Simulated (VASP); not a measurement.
# Cu (Pm-3n) in VASP: single point with r2SCAN

Aim: the single point of Cu with r2SCAN.

Everything below comes from runs of VASP 6.6.1. Logs are shortened: lines on timing, memory, paths and dates and some standing lists are left out, and cuts for length are marked.

## (1) The cell of the first run

Symmetry: Pm-3n, No. 223, cubic system. Conventional cell: a = 4.545 Å, b = 4.545 Å, c = 4.545 Å, α = 90.00°, β = 90.00°, γ = 90.00°. Within 3.4 Å of Cu (site symmetry m-3) lie 12 Cu at 2.54 Å. Within 3.0 Å of Cu (site symmetry -4m2) lie 14 Cu at 2.27 to 2.78 Å.

## (2) Single point, r2SCAN

Input file POSCAR:

```
Cu
1.0
    4.5451661564      0.0000000000      0.0000000000
    0.0000000000      4.5451661564      0.0000000000
    0.0000000000      0.0000000000      4.5451661564
Cu
8
Direct
    0.0000000000      0.0000000000      0.0000000000
    0.5000000000      0.5000000000      0.5000000000
    0.2500000000      1.0000000000      0.5000000000
    0.7500000000      1.0000000000      0.5000000000
    0.5000000000      0.2500000000      1.0000000000
    0.5000000000      0.7500000000      0.0000000000
    0.0000000000      0.5000000000      0.2500000000
    0.0000000000      0.5000000000      0.7500000000
```

Input file INCAR.step1:

```
SYSTEM = Cu
PREC = Accurate ; ENCUT = 520
ISMEAR = -1 ; SIGMA = 0.1
LREAL = .False. ; LASPH = .True.
NELM = 80 ; NBANDS = 54
GGA = PE ; ALGO = Normal
EDIFF = 1E-4 ; LWAVE = .True.
LCHARG = .False.
```

Input file INCAR.step2:

```
SYSTEM = Cu
PREC = Accurate ; ENCUT = 520
EDIFF = 1E-6 ; ISMEAR = -1
SIGMA = 0.1 ; LREAL = .False.
LASPH = .True. ; NELM = 80
ALGO = Normal ; ISIF = 2
LWAVE = .False. ; LCHARG = .False.
METAGGA = R2SCAN ; LMIXTAU = .True.
NBANDS = 54 ; ISTART = 1
```

Input file KPOINTS:

```
Automatic mesh
0
Gamma
  8 8 8
  0 0 0
```

Potentials or basis: VASP PAW PBE potentials, release 64 (Cu).

Run with:

```sh
> cat potpaw_PBE.64/Cu/POTCAR > POTCAR
> cp INCAR.step1 INCAR
> mpirun -np 1 vasp_std > vasp.out
> cp INCAR.step2 INCAR
> mpirun -np 1 vasp_std > vasp.out
```

OUTCAR:

```text
SYSTEM = Cu
   PREC = Accurate
   ENCUT = 520
   EDIFF = 1E-6
   ISMEAR = -1
   LREAL = .False.
   LASPH = .True.
   NELM = 80
   ISIF = 2
   METAGGA = R2SCAN
   ISTART = 1

 ion  position               nearest neighbor table
   1  0.000  0.000  0.000-   3 2.54   4 2.54   5 2.54   6 2.54   7 2.54   8 2.54   3 2.54   4 2.54
                             7 2.54   8 2.54   5 2.54   6 2.54
   2  0.500  0.500  0.500-   3 2.54   4 2.54   5 2.54   6 2.54   7 2.54   8 2.54   5 2.54   6 2.54
                             3 2.54   4 2.54   7 2.54   8 2.54
   3  0.250  0.000  0.500-   4 2.27   4 2.27   1 2.54   1 2.54   2 2.54   2 2.54   8 2.78   7 2.78
                             8 2.78   7 2.78   6 2.78   5 2.78   5 2.78   6 2.78
   4  0.750  0.000  0.500-   3 2.27   3 2.27   1 2.54   1 2.54   2 2.54   2 2.54   8 2.78   7 2.78
                             8 2.78   7 2.78   6 2.78   5 2.78   5 2.78   6 2.78
   5  0.500  0.250  0.000-   6 2.27   6 2.27   1 2.54   2 2.54   2 2.54   1 2.54   8 2.78   7 2.78
                             7 2.78   8 2.78   3 2.78   4 2.78   3 2.78   4 2.78
   6  0.500  0.750  0.000-   5 2.27   5 2.27   1 2.54   2 2.54   2 2.54   1 2.54   8 2.78   7 2.78
                             7 2.78   8 2.78   3 2.78   4 2.78   3 2.78   4 2.78
   7  0.000  0.500  0.250-   8 2.27   8 2.27   1 2.54   2 2.54   1 2.54   2 2.54   3 2.78   4 2.78
                             5 2.78   3 2.78   4 2.78   6 2.78   5 2.78   6 2.78
   8  0.000  0.500  0.750-   7 2.27   7 2.27   1 2.54   2 2.54   1 2.54   2 2.54   3 2.78   4 2.78
                             5 2.78   3 2.78   4 2.78   6 2.78   5 2.78   6 2.78

  LATTYP: Found a simple cubic cell.
 ALAT       =     4.5451661564

  Lattice vectors:

 A1 = (   4.5451661564,   0.0000000000,   0.0000000000)
 A2 = (   0.0000000000,   4.5451661564,   0.0000000000)
 A3 = (   0.0000000000,   0.0000000000,   4.5451661564)

Analysis of symmetry for initial positions (statically):
=====================================================================
 Subroutine PRICEL returns:
 Original cell was already a primitive cell.

 Routine SETGRP: Setting up the symmetry group for a
 simple cubic supercell.

 Subroutine GETGRP returns: Found 48 space group operations
 (whereof 24 operations were pure point group operations)
 out of a pool of 48 trial point group operations.

The static configuration has the point symmetry T_h .
 The point group associated with its full space group is O_h .

Analysis of symmetry for dynamics (positions and initial velocities):
=====================================================================
 Subroutine PRICEL returns:
 Original cell was already a primitive cell.

 Routine SETGRP: Setting up the symmetry group for a
 simple cubic supercell.

 Subroutine GETGRP returns: Found 48 space group operations
 (whereof 24 operations were pure point group operations)
 out of a pool of 48 trial point group operations.

The dynamic configuration has the point symmetry T_h .
 The point group associated with its full space group is O_h .

 Subroutine INISYM returns: Found 48 space group operations
 (whereof 24 operations are pure point group operations),
 and found     1 'primitive' translations

----------------------------------------------------------------------------------------

                                     Primitive cell

  volume of cell :      93.8965

  direct lattice vectors                    reciprocal lattice vectors
     4.545166156  0.000000000  0.000000000     0.220013959  0.000000000  0.000000000
     0.000000000  4.545166156  0.000000000     0.000000000  0.220013959  0.000000000
     0.000000000  0.000000000  4.545166156     0.000000000  0.000000000  0.220013959

  length of vectors
     4.545166156  4.545166156  4.545166156     0.220013959  0.220013959  0.220013959

  position of ions in fractional coordinates (direct lattice)
     0.000000000  0.000000000  0.000000000
     0.500000000  0.500000000  0.500000000
     0.250000000  0.000000000  0.500000000
     0.750000000  0.000000000  0.500000000
     0.500000000  0.250000000  0.000000000
     0.500000000  0.750000000  0.000000000
     0.000000000  0.500000000  0.250000000
     0.000000000  0.500000000  0.750000000

  ion indices of the primitive-cell ions
   primitive index   ion index
                 1           1
                 2           2
                 3           3
                 4           4
                 5           5
                 6           6
                 7           7
                 8           8

----------------------------------------------------------------------------------------

 KPOINTS: Automatic mesh

Automatic generation of k-mesh.
 Grid dimensions read from file:
 generate k-points for:    8    8    8

 Generating k-lattice:

  Cartesian coordinates                     Fractional coordinates (reciprocal lattice)
     0.027501745  0.000000000  0.000000000     0.125000000  0.000000000  0.000000000
     0.000000000  0.027501745  0.000000000     0.000000000  0.125000000  0.000000000
     0.000000000  0.000000000  0.027501745     0.000000000  0.000000000  0.125000000

  Length of vectors
     0.027501745  0.027501745  0.027501745

  Shift w.r.t. Gamma in fractional coordinates (k-lattice)
     0.000000000  0.000000000  0.000000000

 Subroutine IBZKPT returns following result:
 ===========================================

 Found     35 irreducible k-points:

 Following reciprocal coordinates:
            Coordinates               Weight
  0.000000  0.000000  0.000000      1.000000
  0.125000  0.000000  0.000000      6.000000
  0.250000  0.000000  0.000000      6.000000
  0.375000  0.000000  0.000000      6.000000
  0.500000  0.000000  0.000000      3.000000
  0.125000  0.125000  0.000000     12.000000
[... 16 lines left out ...]
  0.375000  0.375000  0.125000     24.000000
  0.500000  0.375000  0.125000     24.000000
 [... further k-points ...]
   k-points           NKPTS =     35   k-points in BZ     NKDIM =     35   number of bands    NBANDS=     54
   number of dos      NEDOS =    301   number of ions     NIONS =      8
   total plane-waves  NPLWV =  46656
   dimension x,y,z NGX =    36 NGY =   36 NGZ =   36
   dimension x,y,z NGXF=    72 NGYF=   72 NGZF=   72
   ions per type =               8
   NGX,Y,Z   is equivalent  to a cutoff of  13.17, 13.17, 13.17 a.u.
   NGXF,Y,Z  is equivalent  to a cutoff of  26.34, 26.34, 26.34 a.u.
 SYSTEM =  Cu
   PREC   = accura    normal or accurate (medium, high low for compatibility)
   ISTART =      1    job   : 0-new  1-cont  2-samecut
   ICHARG =      0    charge: 1-file 2-atom 10-const
   ISPIN  =      1    spin polarized calculation?
   LNONCOLLINEAR =      F non collinear calculations
   LSORBIT =      F    spin-orbit coupling
   LASPH  =      T    aspherical Exc in radial PAW
   ENCUT  =  520.0 eV  38.22 Ry    6.18 a.u.   8.45  8.45  8.45*2*pi/ulx,y,z
   NELM   =     80;   NELMIN=  2; NELMDL=  0     # of ELM steps
   EDIFF  = 0.1E-05   stopping-criterion for ELM
   LREAL  =      F    real-space projection
   EDIFFG = 0.1E-04   stopping-criterion for IOM
   NSW    =      0    number of steps for IOM
   IBRION =     -1    ionic relax: 0-MD 1-quasi-New 2-CG
   NFREE  =      0    steps in history (QN), initial steepest desc. (CG)
   ISIF   =      2    stress and relaxation
   ISYM   =      2    0-nonsym 1-usesym 2-fastsym
   POTIM  = 0.5000    time-step for ionic-motion
   TEBEG  =    0.0;   TEEND  =   0.0 temperature during run
   PSTRESS=    0.0 pullay stress
   NELECT =      88.0000    total number of electrons
   NUPDOWN=      -1.0000    fix difference up-down
   EMIN   =  10.00;   EMAX   =-10.00  energy-range for DOS
   EFERMI =   0.00;   METHOD = LEGACY
   ISMEAR =    -1;   SIGMA  =   0.10  broadening in eV -4-tet -1-fermi 0-gaus
   EFERMI_NEDOS =   21; number of points for ismear=-14 and -15
   IALGO  =     38    algorithm
   IMIX   =      4    mixing-type and parameters
     AMIX     =   0.40;   BMIX     =  1.00
     AMIX_MAG =   1.60;   BMIX_MAG =  1.00
  volume/ion in A,a.u.               =      11.74        79.21
  Fermi-wavevector in a.u.,A,eV,Ry     =   1.602086  3.027504 34.921817  2.566681
  Thomas-Fermi vector in A             =   2.698963
   LORBIT       =      0    0 simple, 1 ext, 2 COOP (PROOUT), +10 PAW based schemes
   METAGGA = R2SCAN    functional components
   LHFCALC =     F    Hartree Fock is set to
   AEXX    =    0.0000 exact exchange contribution
   IVDW    =     0    specifies the selected vdW correction
   LEPSILON=     F    determine dielectric tensor
   LRPA    =     F    only Hartree local field effects (RPA)
 non-spin polarized calculation
  energy-cutoff  :      520.00
  volume of cell :       93.90
 maximum number of plane-waves:      2560
 NGX is ok and might be reduce to    36
   NGX = 17   NGY = 17   NGZ = 17

 number of electron      87.9999966 magnetization

 Free energy of the ion-electron system (eV)
  ---------------------------------------------------
  ext. energy  EPLUGINS =         0.00000000
  ---------------------------------------------------
  free energy    TOTEN  =       -85.79525546 eV

  energy without entropy =      -85.71536350  energy(sigma->0) =      -85.75530948

 E-fermi :   7.5657     XC(G=0): -13.7716

 val. band max:        7.5539858862   @ k =   0.1250   0.1250   0.0000
 cond. band min:       7.6113122218   @ k =   0.3750   0.2500   0.1250
 fundamental gap:      0.0573263355
 Fermi energy:         7.5656533081

 k-point     1 :       0.0000    0.0000    0.0000
  band No.  band energies     occupation
      1      -2.2350      2.00000
      2       2.0771      2.00000
      3       2.0771      2.00000
      4       2.5932      2.00000
      5       3.0884      2.00000
      6       3.0884      2.00000
[... 46 lines left out ...]
     53      15.5411      0.00000
     54      15.5411      0.00000

 k-point     2 :       0.1250    0.0000    0.0000
  band No.  band energies     occupation
      1      -2.1103      2.00000
      2       1.9622      2.00000
      3       2.1477      2.00000
      4       2.4533      2.00000
      5       3.0619      2.00000
      6       3.0619      2.00000
[... 46 lines left out ...]
     53      15.6552      0.00000
     54      15.7450      0.00000
[... 1195 lines left out ...]
     53      15.9204      0.00000
     54      16.5236      0.00000

 k-point    24 :       0.5000    0.3750    0.1250
  band No.  band energies     occupation
      1       0.6825      2.00000
      2       0.7240      2.00000
      3       1.8590      2.00000
      4       2.0286      2.00000
      5       2.6631      2.00000
      6       2.6926      2.00000
[... 46 lines left out ...]
     53      16.6820      0.00000
     54      16.9201      0.00000

 [... further k-points ...]
[... 5 lines left out ...]
  --------------------------------------------------------------------------------------
  -------------------------------------------------------------------------------------
  Total        0.5222153      0.5222153      0.5222153      0.0000000      0.0000000      0.0000000
  in kB        8.9106813      8.9106813      8.9106813      0.0000000      0.0000000      0.0000000
  external PRESSURE =       8.9106813 kB  Pullay stress =       0.0000000 kB

 VOLUME and BASIS-vectors are now :
 -----------------------------------------------------------------------------
  energy-cutoff  :      520.00
  volume of cell :       93.90
      direct lattice vectors                 reciprocal lattice vectors
     4.545166156  0.000000000  0.000000000     0.220013959  0.000000000  0.000000000
     0.000000000  4.545166156  0.000000000     0.000000000  0.220013959  0.000000000
     0.000000000  0.000000000  4.545166156     0.000000000  0.000000000  0.220013959

 POSITION                                       TOTAL-FORCE (eV/Angst)
 -----------------------------------------------------------------------------------
      0.00000      0.00000      0.00000         0.000000      0.000000      0.000000
      2.27258      2.27258      2.27258         0.000000      0.000000      0.000000
      1.13629      0.00000      2.27258         0.000000      0.000000      0.000000
      3.40887      0.00000      2.27258        -0.000000     -0.000000     -0.000000
      2.27258      1.13629      0.00000         0.000000      0.000000     -0.000000
      2.27258      3.40887      0.00000         0.000000     -0.000000      0.000000
      0.00000      2.27258      1.13629        -0.000000     -0.000000      0.000000
      0.00000      2.27258      3.40887         0.000000     -0.000000     -0.000000
 -----------------------------------------------------------------------------------
    total drift:                                0.000000      0.000000     -0.000000

  FREE ENERGIE OF THE ION-ELECTRON SYSTEM (eV)
  ---------------------------------------------------
  free  energy   TOTEN  =       -85.7952554624 eV

  energy  without entropy=      -85.7153634999  energy(sigma->0) =      -85.75530948
```

Wall time 18 min (1 thread of Oxide Virtual Turin-like, shared host); peak memory 0.25 GiB.

Results:

```
Free energy            : -85.7953 eV
Pressure               : 0.9 GPa
Band gap on the k mesh : zero (bands 44 and 45 overlap by 1.83 eV)
```

Levels at points of the mesh, in eV from the Fermi level:
```tsv
k point	band 42	band 43	band 44	band 45	band 46	band 47
(0.00, 0.00, 0.00)	-0.20	-0.20	-0.20	1.14	1.14	1.33
(0.50, 0.00, 0.00)	-1.55	0.73	0.73	1.09	1.09	2.93
(0.50, 0.50, 0.00)	-1.66	-1.66	-1.48	1.18	2.78	2.78
(0.50, 0.50, 0.50)	-1.09	-1.09	-1.09	-1.09	-1.09	-0.87
```

Caveat: the PAW data sets were made with another functional, which shifts forces and pressure a little.

The gap in the log of VASP goes by the Fermi energy; the results here count the filled bands.